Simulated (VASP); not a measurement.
RbBr:

```
CELL_PARAMETERS angstrom
0.00000 3.46083 3.46083
3.46083 0.00000 3.46083
3.46083 3.46083 0.00000
ATOMIC_POSITIONS crystal
Rb 0.00000 0.00000 0.00000
Br 0.50000 0.50000 0.50000
```

Base run:

| Quantity | Value |
| --- | --- |
| Program | VASP 6.6.1 |
| Functional | r2SCAN |
| Potentials or basis | VASP PAW PBE potentials, release 64 (Rb_sv, Br) |
| Cutoff | 520 eV |
| k mesh | 6 × 6 × 6 |
| Occupations | gaussian, width 0.01 eV |
| Spin | no spin polarisation |

Its results: band gap on the k mesh 4.89 eV, direct; pressure 0.0 GPa.

The run is repeated on the same cell with these changes: functional from r2SCAN to PBE. What comes out?

Band gap on the k mesh 4.29 eV, direct; pressure 0.6 GPa.

r2SCAN gives the wider gap, since meta-GGAs in the generalised Kohn-Sham scheme recover part of the derivative discontinuity.

Caveats: the PAW data sets were made with another functional, which shifts forces and pressure a little (some runs).

